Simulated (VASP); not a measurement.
Input of a VASP 6.6.1 run:

Contents of INCAR:

```
SYSTEM = Sc
PREC = Accurate ; ENCUT = 520
EDIFF = 1E-6 ; ISMEAR = -1
SIGMA = 0.05 ; LREAL = .FALSE.
LASPH = .TRUE. ; NELM = 60
ALGO = Fast ; ISIF = 2
LWAVE = .FALSE. ; LCHARG = .FALSE.
GGA = CA ; NBANDS = 18
```

KPOINTS

```
regular mesh
0
G
  9 9 5
  0 0 0
```

POSCAR

```
Sc
1.0
    3.3309145459      0.0000000000      0.0000000000
   -1.6654572730      2.8846566146      0.0000000000
    0.0000000000      0.0000000000      5.3082235343
Sc
2
Direct
    0.6666666667      0.3333333333      0.7500000000
    0.3333333333      0.6666666667      0.2500000000
```

Potentials or basis: VASP PAW LDA potentials, release 64 (Sc_sv).

Launch:

```sh
$ cat potpaw_LDA.64/Sc_sv/POTCAR > POTCAR
$ mpirun -np 1 vasp_std > vasp.out
```

Task: What does it give for the band gap on the k mesh?

Result: Zero (band 11 reaches 3.91 eV, above the bottom of band 12 at 2.82 eV).

Task: What does it give for the pressure?

Result: -6.1 GPa.

Stress tensor (GPa, compression positive):
```
-5.52  0.00  0.00
 0.00 -5.52  0.00
 0.00  0.00 -7.12
```
